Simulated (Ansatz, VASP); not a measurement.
## Ta in VASP and in Ansatz

```
CELL_PARAMETERS angstrom
2.95726 0.00000 0.00000
-1.47863 2.56106 0.00000
0.00000 0.00000 5.26760
ATOMIC_POSITIONS crystal
Ta 0.33333 0.66667 0.25000
Ta 0.66667 0.33333 0.75000
```

Change from the starting cell: volume scaled by 1.06.

Alike in both runs: task single point; functional RPBE; dispersion D3(BJ); k mesh 11 × 11 × 5; occupations methfessel-paxton of order 1, width 0.2 eV; no spin polarisation.

```csv
,VASP,Ansatz
version,VASP 6.6.1,Ansatz 0.2.0
potentials or method,"VASP PAW PBE potentials, release 64 (Ta_pv), cutoff 520 eV","all-electron LAPW, scalar-relativistic"
```

```tsv
	VASP	Ansatz	Ansatz less VASP
gap on the k mesh at the Fermi level (eV)	none	none	-
pressure (GPa)	-45.2	-45.1	+0.09
traceless stress, the component that is largest in VASP (GPa)	-1.64	-1.65	-0.014
```

VASP's potentials were made for PBE, not for RPBE. A gap of «none» marks a metal or a gap that the smearing closes. Both programs put the cell under strong tension, so it lies far from rest at this level. Ansatz ran all-electron here, and VASP with PAW potentials.

Spin-orbit coupling is off throughout. Noted on VASP's run: the cell as given lies far from equilibrium.
